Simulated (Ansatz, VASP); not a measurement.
**Sb in VASP and in Ansatz**

```xyz
3
Lattice="3.2879 -3.3061 -0.0173 3.2879 3.3061 -0.0173 -2.6368 0.0000 4.6081" Properties=species:S:1:pos:R:3 pbc="T T T"
Sb    1.2651   -1.7946    4.5287
Sb    1.2651    1.7946    4.5287
Sb    2.9332    0.0000    2.3992
```

Alike in both runs: functional PBE; k mesh 12 × 12 × 10; occupations gaussian, width 0.1 eV; no spin polarisation.

Ansatz relaxed the structure, and its values are those at the end. VASP's run is a single point on that final structure, the one shown.

|  | VASP | Ansatz |
| --- | --- | --- |
| version | VASP 6.6.1 | Ansatz 0.2.0 |
| potentials or method | VASP PAW PBE potentials, release 64 (Sb), cutoff 520 eV | scalar-relativistic, plane waves, PAW |
| valence electrons in the cell | 15 | 45 |

|  | VASP | Ansatz | Ansatz less VASP |
| --- | --- | --- | --- |
| gap on the k mesh at the Fermi level (eV) | none | none | - |
| pressure (GPa) | 0.0 | 0.0 | +0.03 |
| rms of the force components (eV/Å) | 0.009 | 0.005 | -0.0042 |

A gap of «none» marks a metal or a gap that the smearing closes. VASP's potentials hold 15 valence electrons a cell and Ansatz's 45, so a difference there can come from the potentials and not from the codes.

Spin-orbit coupling is off throughout.
